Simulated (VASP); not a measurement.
Write the native input for VASP 6.6.1 that does the following.

```yaml
Task: single point
Functional: PBEsol
Potentials_or_basis: VASP PAW PBE potentials, release 64 (Zn, Se)
Cutoff: 520 eV
k_mesh: 8 × 8 × 6
Occupations: gaussian, width 0.05 eV
Spin: no spin polarisation
Dipole_correction: no
Further_INCAR_settings: ALGO = Normal; EDIFF = 1e-06; NBANDS = 26
```

The structure of ZnSe lies in POSCAR:

```
ZnSe
1.0
    3.8287309347      0.0000000000      0.0000000000
    0.0000000000      3.8287309347      0.0000000000
    0.0000000000      0.0000000000      5.2575926485
Zn Se
2 2
Direct
    0.0000000000      0.0000000000      0.0000000000
    0.5000000000      0.5000000000      0.0000000000
    0.0000000000      0.5000000000      0.2681677050
    0.5000000000      0.0000000000      0.7318322950
```

This cell differs from its parent crystal: atoms shifted along a free coordinate.

These files were run (other wordings do the same):

INCAR

```
SYSTEM = ZnSe
PREC = Accurate
ENCUT = 520
EDIFF = 1E-6
ISMEAR = 0
SIGMA = 0.05
LREAL = .False.
LASPH = .True.
NELM = 80
ALGO = Normal
ISIF = 2
LWAVE = .False.
LCHARG = .False.
GGA = PS
NBANDS = 26
```

KPOINTS

```
regular mesh
0
Gamma
  8 8 6
  0 0 0
```

Potentials or basis: VASP PAW PBE potentials, release 64 (Zn, Se).

Launch:

```sh
$ cat potpaw_PBE.64/Zn/POTCAR potpaw_PBE.64/Se/POTCAR > POTCAR
$ mpirun -np 1 vasp_std > vasp.out
```

Results of the run:

The pressure is 14.1 GPa and the largest force is 1.999 eV/Å. The band gap on the k mesh is 1.88 eV.

Caveat: the cell differs from its parent crystal (atoms shifted along a free coordinate); the cell stands under pressure; the PAW data sets were made with another functional, which shifts forces and pressure a little.

It took 32 s on 1 thread of Intel(R) Xeon(R) 6975P-C (Granite Rapids), on a shared host, peak memory 0.24 GiB.
